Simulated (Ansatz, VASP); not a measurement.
**One calculation of TiAl3, two programs**

File INCAR:

```
SYSTEM = TiAl3
PREC = Accurate ; ENCUT = 520
EDIFF = 1E-7 ; ISMEAR = -1
SIGMA = 0.05 ; LREAL = .False.
LASPH = .True. ; NELM = 60
ALGO = Normal ; ISIF = 2
LWAVE = .False. ; LCHARG = .False.
GGA = PS ; NBANDS = 18
```

Contents of KPOINTS:

```
regular mesh
0
Gamma
  6 6 6
  0 0 0
```

Contents of POSCAR:

```
TiAl3
1.0
    3.9556712500      0.0000000000      0.0000000000
    0.0000000000      3.9556712500      0.0000000000
    0.0000000000      0.0000000000      4.1138981000
Ti Al
1 3
Direct
    0.0000000000      0.0000000000      0.0000000000
    0.0000000000      0.5000000000      0.5000000000
    0.5000000000      0.0000000000      0.5000000000
    0.5000000000      0.5000000000      0.0000000000
```

input.yaml

```yaml
crystal:
  lattice:
    - [3.95567125, 0.0, 0.0]
    - [0.0, 3.95567125, 0.0]
    - [0.0, 0.0, 4.1138981]
  atoms:
    - { symbol: Ti, position: [0.0, 0.0, 0.0] }
    - { symbol: Al, position: [0.0, 0.5, 0.5] }
    - { symbol: Al, position: [0.5, 0.0, 0.5] }
    - { symbol: Al, position: [0.5, 0.5, 0.0] }
hamiltonian:
  xc: pbesol
  pseudopotentials: { kind: paw }
kpoints:
  mp_grid: { grid: [6, 6, 6] }
scf:
  occupations: { method: fermi_dirac, width: 0.05 }
output:
  forces: true
  stress: true
  eigenvalues: true
```

Alike in both runs: task single point; functional PBEsol; k mesh 6 × 6 × 6; occupations fermi-dirac, width 0.05 eV; no spin polarisation.

|  | VASP | Ansatz |
| --- | --- | --- |
| version | VASP 6.6.1 | Ansatz 0.2.0 |
| potentials or method | VASP PAW PBE potentials, release 64 (Ti_sv, Al) | Ansatz PAW |
| plane-wave cutoff (eV) | 520 | 420 |
| valence electrons in the cell | 21 | 21 |

VASP gave:

```
gap on the k mesh at the Fermi level (eV)                     : none
pressure (GPa)                                                : -4.3
traceless stress, the component that is largest in VASP (GPa) : -3.44
```

Problem. Which values does Ansatz return?

Solution. gap on the k mesh at the Fermi level (eV): none; pressure (GPa): -4.4; traceless stress, the component that is largest in VASP (GPa): -3.43.

VASP's potentials were made for PBE, not for PBEsol. A gap of «none» marks a metal or a gap that the smearing closes.
